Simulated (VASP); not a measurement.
Si, 2 atoms in the cell. The structure is tetragonal, space group I4_1/amd (No. 141). The conventional cell has a = 3.840 Å, b = 3.840 Å, c = 5.906 Å, α = 90.00°, β = 90.00°, γ = 90.00°. Si (site symmetry -4m2) has 4 Si at 2.42 Å within 3.2 Å.  This cell differs from its parent crystal: strain +0.0875 x Voigt [0, 0, 1, 0, 0, 0].

* Program: VASP 6.6.1
* Task: single point
* Functional: r2SCAN
* Potentials or basis: VASP PAW PBE potentials, release 64 (Si)
* Cutoff: 520 eV
* k mesh: 10 × 10 × 10
* Occupations: gaussian, width 0.05 eV
* Spin: no spin polarisation
* Dipole correction: no
* Further INCAR settings: ALGO = Normal; EDIFF = 1e-07; NBANDS = 11

Potentials or basis: VASP PAW PBE potentials, release 64 (Si).

The run is started by

```bash
$ cat potpaw_PBE.64/Si/POTCAR > POTCAR
$ cp INCAR.step1 INCAR
$ mpirun -np 1 vasp_std > vasp.out
$ cp INCAR.step2 INCAR
$ mpirun -np 1 vasp_std > vasp.out
```

Hardware: 1 thread of Intel(R) Xeon(R) 6975P-C (Granite Rapids), on a shared host.

Question: Estimate the wall time of this run.

Answer: Run time: 100 s on 1 thread of Intel(R) Xeon(R) 6975P-C (Granite Rapids), with other jobs on the host, peak memory 0.18 GiB. Counts: k points 102.
